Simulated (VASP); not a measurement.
Write the native input for VASP 6.6.1 that does the following.

```yaml
Task: relaxation of cell and atoms
Functional: PBE
Dispersion: D4
Potentials_or_basis: VASP PAW PBE potentials, release 64 (Sn_d, Se)
Cutoff: 600 eV
k_mesh: 12 × 12 × 6
Occupations: gaussian, width 0.02 eV
Spin: no spin polarisation
Dipole_correction: no
Further_INCAR_settings: ALGO = Normal; EDIFF = 1e-06; IBRION = 2; EDIFFG = -0.002; NSW = 100; ISIF = 3
```

The structure of SnSe2 lies in POSCAR:

```
SnSe2
1.0
    3.8381303771      0.0000000000      0.0000000000
   -1.9190651886      3.3239184096      0.0000000000
    0.0000000000      0.0000000000      6.0042966469
Sn Se
1 2
Direct
    0.0000000000      0.0000000000      0.0000000000
    0.3333333333      0.6666666667      0.2654157971
    0.6666666667      0.3333333333      0.7345842029
```

The input as run:

INCAR

```
SYSTEM = SnSe2
PREC = Accurate
ENCUT = 600
EDIFF = 1E-6
ISMEAR = 0
SIGMA = 0.02
LREAL = .FALSE.
LASPH = .TRUE.
NELM = 100
ALGO = Normal
ISIF = 3
LWAVE = .FALSE.
LCHARG = .FALSE.
GGA = PE
IVDW = 13
IBRION = 2
NSW = 100
EDIFFG = -0.002
```

KPOINTS

```
regular mesh
0
G
  12 12 6
  0 0 0
```

Potentials or basis: VASP PAW PBE potentials, release 64 (Sn_d, Se).

Launch:

```console
$ cat potpaw_PBE.64/Sn_d/POTCAR potpaw_PBE.64/Se/POTCAR > POTCAR
$ mpirun -np 1 vasp_std > vasp.out
```

Results of the run:

| Quantity | Value |
| --- | --- |
| Relaxed volume | 25.55 Å³/atom |
| Relaxed cell | a = 3.839 Å, b = 3.839 Å, c = 6.006 Å, α = 90.00°, β = 90.00°, γ = 120.00° |
| Space group after relaxing (to 0.1 Å) | P-3m1 (No. 164) |
| Energy gained by relaxing | 0.0 meV/atom |
| Ionic steps | 18 |
| Pressure after relaxing | 0.0 GPa |
| Band gap on the k mesh | 0.34 eV (least direct gap 0.81 eV) |
| Dispersion energy per atom | -0.400 eV |

Caveat: semilocal functionals underestimate gaps, and a narrow one can read as zero; spin-orbit coupling is left out, which moves the levels of the heavy elements.

Wall time 14 min on 1 thread of Intel Xeon 8259CL, with other jobs on the host, peak memory 0.35 GiB.
